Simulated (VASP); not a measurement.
# C (P6_3/mmc) in VASP: a series of runs

C is run at these levels: LDA; tasks: relaxation of cell and atoms.

Program: VASP 6.6.1. These are calculated values, not measurements. Logs are shortened: lines on timing, memory, paths and dates and some standing lists are left out, and cuts for length are marked.

## 1. The cell of the first run

The structure is hexagonal, space group P6_3/mmc (No. 194). Conventional cell: a = 1.882 Å, b = 1.882 Å, c = 5.083 Å, α = 90.00°, β = 90.00°, γ = 120.00°. C (site symmetry -6m2) has 3 C at 1.09 Å within 1.5 Å. Within 1.5 Å of C (site symmetry -6m2) lie 3 C at 1.09 Å.

## 2. Relaxation of cell and atoms, LDA, target pressure 390 GPa, at which the enthalpy is minimised

Input file INCAR:

```
PREC = Accurate
ENCUT = 600
EDIFF = 1E-7
ISMEAR = -1
SIGMA = 0.1
LREAL = F
LASPH = T
NELM = 60
ALGO = Normal
ISIF = 3
LWAVE = F
LCHARG = F
GGA = CA
IBRION = 2
NSW = 60
EDIFFG = -0.005
PSTRESS = 3900.0
```

Input file KPOINTS:

```
regular mesh
0
Gamma
  17 17 6
```

Input file POSCAR:

```
C
1.0
    1.8824173096      0.0000000000      0.0000000000
   -0.9412086548      1.6302212106      0.0000000000
    0.0000000000      0.0000000000      5.0825267359
C
4
Direct
    0.0000000000      0.0000000000      0.2500000000
    0.0000000000      0.0000000000      0.7500000000
    0.3333333333      0.6666666667      0.2500000000
    0.6666666667      0.3333333333      0.7500000000
```

Potentials or basis: VASP PAW LDA potentials, release 64 (C).

Command:

```
cat potpaw_LDA.64/C/POTCAR > POTCAR
mpirun -np 1 vasp_std > vasp.out
```

OUTCAR:

```text
PREC = Accurate
   ENCUT = 600
   EDIFF = 1E-7
   ISMEAR = -1
   LREAL = F
   LASPH = T
   NELM = 60
   ISIF = 3
   GGA = CA
   IBRION = 2
   NSW = 60
   EDIFFG = -0.005
   PSTRESS = 3900.0

 ion  position               nearest neighbor table
   1  0.000  0.000  0.250-   3 1.09   3 1.09   3 1.09
   2  0.000  0.000  0.750-   4 1.09   4 1.09   4 1.09
   3  0.333  0.667  0.250-   1 1.09   1 1.09   1 1.09
   4  0.667  0.333  0.750-   2 1.09   2 1.09   2 1.09

  LATTYP: Found a hexagonal cell.
 ALAT       =     1.8824173096
 C/A-ratio  =     2.7000000000

  Lattice vectors:

 A1 = (   1.8824173096,   0.0000000000,   0.0000000000)
 A2 = (  -0.9412086548,   1.6302212106,   0.0000000000)
 A3 = (   0.0000000000,   0.0000000000,   5.0825267359)

Analysis of symmetry for initial positions (statically):
=====================================================================
 Subroutine PRICEL returns:
 Original cell was already a primitive cell.

 Routine SETGRP: Setting up the symmetry group for a
 hexagonal supercell.

 Subroutine GETGRP returns: Found 24 space group operations
 (whereof 12 operations were pure point group operations)
 out of a pool of 24 trial point group operations.

The static configuration has the point symmetry D_3d.
 The point group associated with its full space group is D_6h.

Analysis of symmetry for dynamics (positions and initial velocities):
=====================================================================
 Subroutine PRICEL returns:
 Original cell was already a primitive cell.

 Routine SETGRP: Setting up the symmetry group for a
 hexagonal supercell.

 Subroutine GETGRP returns: Found 24 space group operations
 (whereof 12 operations were pure point group operations)
 out of a pool of 24 trial point group operations.

The dynamic configuration has the point symmetry D_3d.
 The point group associated with its full space group is D_6h.

 Subroutine INISYM returns: Found 24 space group operations
 (whereof 12 operations are pure point group operations),
 and found     1 'primitive' translations

----------------------------------------------------------------------------------------

                                     Primitive cell

  volume of cell :      15.5970

  direct lattice vectors                    reciprocal lattice vectors
     1.882417310  0.000000000  0.000000000     0.531231834  0.306706842  0.000000000
    -0.941208655  1.630221211  0.000000000     0.000000000  0.613413685  0.000000000
     0.000000000  0.000000000  5.082526736     0.000000000  0.000000000  0.196752531

  length of vectors
     1.882417310  1.882417310  5.082526736     0.613413685  0.613413685  0.196752531

  position of ions in fractional coordinates (direct lattice)
     0.000000000  0.000000000  0.250000000
     0.000000000  0.000000000  0.750000000
     0.333333333  0.666666667  0.250000000
     0.666666667  0.333333333  0.750000000

  ion indices of the primitive-cell ions
   primitive index   ion index
                 1           1
                 2           2
                 3           3
                 4           4

----------------------------------------------------------------------------------------

 KPOINTS: regular mesh

Automatic generation of k-mesh.
 Grid dimensions read from file:
 generate k-points for:   17   17    6

 Generating k-lattice:

  Cartesian coordinates                     Fractional coordinates (reciprocal lattice)
     0.031248931  0.018041579  0.000000000     0.058823529  0.000000000  0.000000000
     0.000000000  0.036083158  0.000000000     0.000000000  0.058823529  0.000000000
     0.000000000  0.000000000  0.032792089     0.000000000  0.000000000  0.166666667

  Length of vectors
     0.036083158  0.036083158  0.032792089

  Shift w.r.t. Gamma in fractional coordinates (k-lattice)
     0.000000000  0.000000000  0.000000000

 Subroutine IBZKPT returns following result:
 ===========================================

 Found    132 irreducible k-points:

 Following reciprocal coordinates:
            Coordinates               Weight
  0.000000  0.000000  0.000000      1.000000
  0.058824 -0.000000  0.000000      6.000000
  0.117647 -0.000000  0.000000      6.000000
  0.176471  0.000000  0.000000      6.000000
  0.235294 -0.000000  0.000000      6.000000
  0.294118 -0.000000  0.000000      6.000000
[... 16 lines left out ...]
  0.411765  0.117647  0.000000     12.000000
  0.176471  0.176471  0.000000      6.000000
 [... further k-points ...]
   k-points           NKPTS =    132   k-points in BZ     NKDIM =    132   number of bands    NBANDS=     12
   number of dos      NEDOS =    301   number of ions     NIONS =      4
   total plane-waves  NPLWV =  10752
   dimension x,y,z NGX =    16 NGY =   16 NGZ =   42
   dimension x,y,z NGXF=    32 NGYF=   32 NGZF=   84
   ions per type =               4
   NGX,Y,Z   is equivalent  to a cutoff of  14.13, 14.13, 13.74 a.u.
   NGXF,Y,Z  is equivalent  to a cutoff of  28.26, 28.26, 27.48 a.u.
 SYSTEM =  unknown system
   PREC   = accura    normal or accurate (medium, high low for compatibility)
   ISTART =      0    job   : 0-new  1-cont  2-samecut
   ICHARG =      2    charge: 1-file 2-atom 10-const
   ISPIN  =      1    spin polarized calculation?
   LNONCOLLINEAR =      F non collinear calculations
   LSORBIT =      F    spin-orbit coupling
   LASPH  =      T    aspherical Exc in radial PAW
   ENCUT  =  600.0 eV  44.10 Ry    6.64 a.u.   3.76  3.76 10.15*2*pi/ulx,y,z
   NELM   =     60;   NELMIN=  2; NELMDL= -5     # of ELM steps
   EDIFF  = 0.1E-06   stopping-criterion for ELM
   LREAL  =      F    real-space projection
   EDIFFG = -.5E-02   stopping-criterion for IOM
   NSW    =     60    number of steps for IOM
   IBRION =      2    ionic relax: 0-MD 1-quasi-New 2-CG
   NFREE  =      1    steps in history (QN), initial steepest desc. (CG)
   ISIF   =      3    stress and relaxation
   ISYM   =      2    0-nonsym 1-usesym 2-fastsym
   POTIM  = 0.5000    time-step for ionic-motion
   TEBEG  =    0.0;   TEEND  =   0.0 temperature during run
   PSTRESS= 3900.0 pullay stress
   NELECT =      16.0000    total number of electrons
   NUPDOWN=      -1.0000    fix difference up-down
   EMIN   =  10.00;   EMAX   =-10.00  energy-range for DOS
   EFERMI =   0.00;   METHOD = LEGACY
   ISMEAR =    -1;   SIGMA  =   0.10  broadening in eV -4-tet -1-fermi 0-gaus
   EFERMI_NEDOS =   21; number of points for ismear=-14 and -15
   IALGO  =     38    algorithm
   IMIX   =      4    mixing-type and parameters
     AMIX     =   0.40;   BMIX     =  1.00
     AMIX_MAG =   1.60;   BMIX_MAG =  1.00
  volume/ion in A,a.u.               =       3.90        26.31
  Fermi-wavevector in a.u.,A,eV,Ry     =   1.651077  3.120084 37.090255  2.726057
  Thomas-Fermi vector in A             =   2.739918
   LORBIT       =      0    0 simple, 1 ext, 2 COOP (PROOUT), +10 PAW based schemes
   GGA     = CA    functional components
   LHFCALC =     F    Hartree Fock is set to
   AEXX    =    0.0000 exact exchange contribution
   IVDW    =     0    specifies the selected vdW correction
   LEPSILON=     F    determine dielectric tensor
   LRPA    =     F    only Hartree local field effects (RPA)
 conjugate gradient relaxation of ions
 non-spin polarized calculation
  energy-cutoff  :      600.00
  volume of cell :       15.60
 maximum number of plane-waves:       536
 NGX is ok and might be reduce to    16
   NGX =  7   NGY =  7   NGZ = 21

--------------------------------------- Ionic step        1  -------------------------------------------

 number of electron      15.9999998 magnetization

 Free energy of the ion-electron system (eV)
  ---------------------------------------------------
  ext. energy  EPLUGINS =         0.00000000
  ---------------------------------------------------
  free energy    TOTEN  =       -11.95913633 eV

  energy without entropy =      -11.95909097  energy(sigma->0) =      -11.95911365

------------------------ aborting loop because EDIFF is reached ----------------------------------------

  FORCE on cell =-STRESS in cart. coord.  units (eV):
  Direction    XX          YY          ZZ          XY          YZ          ZX
  --------------------------------------------------------------------------------------
  -------------------------------------------------------------------------------------
  Total      125.9280608    125.9280608      4.3680542      0.0000000      0.0000000      0.0000000
  in kB    12935.7311011  12935.7311005    448.7004302      0.0000000      0.0000000      0.0000000
  external PRESSURE =    4873.3875439 kB  Pullay stress =    3900.0000000 kB
[... 67 lines left out ...]
--------------------------------------- Ionic step        3  -------------------------------------------

 number of electron      16.0000003 magnetization

 E-fermi :   9.1052     XC(G=0): -13.0900

 val. band max:        9.1014553148   @ k =   0.1765   0.1176   0.0000
 cond. band min:       9.1534325145   @ k =   0.2353   0.2353   0.1667
 fundamental gap:      0.0519771997
 Fermi energy:         9.1052160427

 k-point     1 :       0.0000    0.0000    0.0000
  band No.  band energies     occupation
      1     -11.9654      2.00000
      2      -8.0110      2.00000
      3      -2.3543      2.00000
      4       5.1421      2.00000
      5       5.1421      2.00000
      6       5.8221      2.00000
      7       5.8221      2.00000
      8       8.2047      1.99975
      9      15.7022      0.00000
     10      15.7079      0.00000
     11      16.7185      0.00000
     12      16.9242      0.00000
[... 380 lines left out ...]
  energy  without entropy=      -37.7298699569  energy(sigma->0) =      -37.73656213

  enthalpy is  TOTEN    =        22.4683030344 eV   P V=       60.2115573453

[... ionic steps 4 to 13 ...]

--------------------------------------- Ionic step       14  -------------------------------------------

 number of electron      15.9999998 magnetization

------------------------ aborting loop because EDIFF is reached ----------------------------------------
[... 75 lines left out ...]
--------------------------------------- Ionic step       16  -------------------------------------------

 number of electron      15.9999998 magnetization

 Free energy of the ion-electron system (eV)
  ---------------------------------------------------
  ext. energy  EPLUGINS =         0.00000000
  ---------------------------------------------------
  free energy    TOTEN  =       -30.04016667 eV

  energy without entropy =      -30.02602932  energy(sigma->0) =      -30.03309799

 E-fermi :  16.4229     XC(G=0): -15.4624

 val. band max:       16.4074926296   @ k =   0.2353   0.1765   0.1667
 cond. band min:      16.4349406758   @ k =   0.2353   0.2353   0.1667
 fundamental gap:      0.0274480462
 Fermi energy:        16.4228754270

 k-point     1 :       0.0000    0.0000    0.0000
  band No.  band energies     occupation
      1     -11.0290      2.00000
      2      -3.3276      2.00000
      3      -1.2260      2.00000
      4      11.3939      2.00000
      5      11.3939      2.00000
      6      12.7065      2.00000
      7      12.7065      2.00000
      8      16.3096      1.51257
      9      24.6983      0.00000
     10      24.6983      0.00000
     11      26.6153      0.00000
     12      26.6153      0.00000
[... 380 lines left out ...]
  energy  without entropy=      -30.0260293189  energy(sigma->0) =      -30.03309799

  enthalpy is  TOTEN    =         7.6899951145 eV   P V=       37.7301617802

 reached required accuracy - stopping structural energy minimisation
```

Run time: 8.4 min. Hardware: 1 thread of AMD EPYC, shared host; peak memory 0.1 GiB.

Results:

* Free energy: -30.0402 eV
* Relaxed volume: 3.88 Å³/atom
* Relaxed cell: a = 2.201 Å, b = 2.201 Å, c = 3.696 Å, α = 90.00°, β = 90.00°, γ = 120.00°
* Space group after relaxing (to 0.1 Å): P6_3/mmc (No. 194)
* Energy change on relaxing (the run minimises the enthalpy): -4520.3 meV/atom
* Ionic steps: 16
* Pressure after relaxing: 390.1 GPa
* Band gap on the k mesh: zero (bands 8 and 9 overlap by 3.43 eV)

Step by step:
```
step  energy change (eV)  largest force (eV/Å)  pressure (GPa)  volume (Å³)
   1              0.0000                0.0000          877.34        15.60
   2             -5.2790                0.0000          -82.52        39.40
   3            -25.7841                0.0000          -13.35        24.74
   4            -25.6939                0.0000          139.50        21.09
   5            -22.5745                0.0000          264.08        19.48
   6            -23.1368                0.0000          244.70        19.69
   7             -0.2113                0.0000          898.87        11.73
   8            -20.0611                0.0000          341.94        16.46
   9            -18.5235                0.0000          382.79        15.69
  10            -17.9663                0.0000          397.36        15.45
  11            -17.7553                0.0000          402.94        15.37
  12            -18.9868                0.0000          349.22        15.90
  13            -18.0514                0.0000          390.14        15.49
  14            -18.0456                0.0000          390.39        15.49
  15            -18.0919                0.0000          390.02        15.50
  16            -18.0810                0.0000          390.11        15.50
```

Final structure:
```
CELL_PARAMETERS angstrom
2.20052 0.00000 0.00000
-1.10026 1.90570 0.00000
0.00000 0.00000 3.69620
ATOMIC_POSITIONS crystal
C 0.00000 0.00000 0.25000
C 0.00000 0.00000 0.75000
C 0.33333 0.66667 0.25000
C 0.66667 0.33333 0.75000
```

Levels at points of the mesh, in eV from the Fermi level:
```csv
k point,band 4,band 5,band 6,band 7,band 8,band 9,band 10,band 11,band 12
"(0.00, 0.00, 0.00)",-5.03,-5.03,-3.72,-3.72,-0.11,8.28,8.28,10.19,10.19
"(0.00, 0.00, 0.50)",-8.39,-4.35,-4.35,-4.35,-4.35,8.78,8.78,8.78,8.78
```

Caveat: the cell is relaxed towards a set pressure, so the run minimises the enthalpy, not the energy; a cell axis changed by over 15 % at a fixed basis, so the end point is rough.

[end of part 1 of 2]
